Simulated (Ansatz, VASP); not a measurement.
Mg3Te2O: VASP beside Ansatz

```
Mg Te O
1.0
     4.07962    0.00000    0.00000
     0.00000    4.07962    0.00000
     0.00000    0.00000    8.00756
Mg Te O
3 2 1
Direct
  0.00000 0.50000 0.00000
  0.50000 0.00000 0.00000
  0.50000 0.50000 0.50000
  0.00000 0.00000 0.72053
  0.00000 0.00000 0.27947
  0.50000 0.50000 0.00000
```

Alike in both runs: functional PBE; k mesh 3 × 3 × 2; occupations gaussian, width 0.15 eV; no spin polarisation.

Ansatz relaxed the structure, and its values are those at the end. VASP's run is a single point on that final structure, the one shown.

```csv
,VASP,Ansatz
version,VASP 6.6.1,Ansatz 0.2.0
potentials or method,"VASP PAW PBE potentials, release 64 (Mg, Te, O), cutoff 600 eV","scalar-relativistic, plane waves, PAW"
valence electrons in the cell,24,68
```

|  | VASP | Ansatz | Ansatz less VASP |
| --- | --- | --- | --- |
| pressure (GPa) | -0.2 | 0.0 | +0.13 |
| rms of the force components (eV/Å) | 0.016 | 0.015 | -0.0004 |

VASP's potentials hold 24 valence electrons a cell and Ansatz's 68, so a difference there can come from the potentials and not from the codes.

The k mesh is coarse, so the values compare programs but aren't converged. Spin-orbit coupling is off throughout.
